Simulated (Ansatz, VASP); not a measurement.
## Two plane-wave programs on SiNi2

INCAR

```
PREC = Accurate ; ENCUT = 520
EDIFF = 1E-6 ; ISMEAR = 0
SIGMA = 0.15 ; LREAL = F
LASPH = T ; NELM = 80
ALGO = Fast ; ISIF = 2
LWAVE = F ; LCHARG = F
GGA = PS ; NBANDS = 33
```

File KPOINTS:

```
Automatic mesh
0
Gamma
  12 12 10
```

File POSCAR:

```
SiNi2
1.0
    3.8684636537      0.0000000000      0.0000000000
   -1.9342318269      3.3501877977      0.0000000000
    0.0000000000      0.0000000000      4.9169852589
Si Ni
2 4
Direct
    0.3333333333      0.6666666667      0.7500000000
    0.6666666667      0.3333333333      0.2500000000
    0.0000000000      0.0000000000      0.0203376652
    0.0000000000      0.0000000000      0.5203376652
    0.3333333333      0.6666666667      0.2703376652
    0.6666666667      0.3333333333      0.7703376652
```

Input for Ansatz:

```yaml
crystal:
  lattice:
    - [3.8684636537, 0.0, 0.0]
    - [-1.9342318269, 3.3501877977, 0.0]
    - [0.0, 0.0, 4.9169852589]
  atoms:
    - { symbol: Si, position: [0.3333333333, 0.6666666667, 0.75] }
    - { symbol: Si, position: [0.6666666667, 0.3333333333, 0.25] }
    - { symbol: Ni, position: [0.0, 0.0, 0.0203376652] }
    - { symbol: Ni, position: [0.0, 0.0, 0.5203376652] }
    - { symbol: Ni, position: [0.3333333333, 0.6666666667, 0.2703376652] }
    - { symbol: Ni, position: [0.6666666667, 0.3333333333, 0.7703376652] }
basis:
  ecutwfc: 420
kpoints:
  mp_grid: { grid: [12, 12, 10] }
hamiltonian:
  xc: pbesol
scf:
  occupations: { method: gaussian, width: 0.15 }
output:
  forces: true
  stress: true
  eigenvalues: true
```

Change from the starting cell: all Ni atoms moved -0.100 Å, as atom 3 towards its neighbour atom 4 (Ni) at 2.458 Å.

Alike in both runs: task single point; functional PBEsol; k mesh 12 × 12 × 10; occupations gaussian, width 0.15 eV; no spin polarisation.

```csv
,VASP,Ansatz
version,VASP 6.6.1,Ansatz 0.2.0
potentials or method,"VASP PAW PBE potentials, release 64 (Si, Ni), cutoff 520 eV","scalar-relativistic, plane waves, PAW"
valence electrons in the cell,48,80
```

```tsv
	VASP	Ansatz	Ansatz less VASP
gap on the k mesh at the Fermi level (eV)	none	none	-
pressure (GPa)	0.8	0.5	-0.31
traceless stress, the component that is largest in VASP (GPa)	0.77	0.92	+0.147
rms of the force components (eV/Å)	0.120	0.117	-0.0036
```

VASP's potentials were made for PBE, not for PBEsol. Atom by atom the forces differ by 0.004 eV/Å (rms over components). A gap of «none» marks a metal or a gap that the smearing closes. VASP's potentials hold 48 valence electrons a cell and Ansatz's 80, so a difference there can come from the potentials and not from the codes.
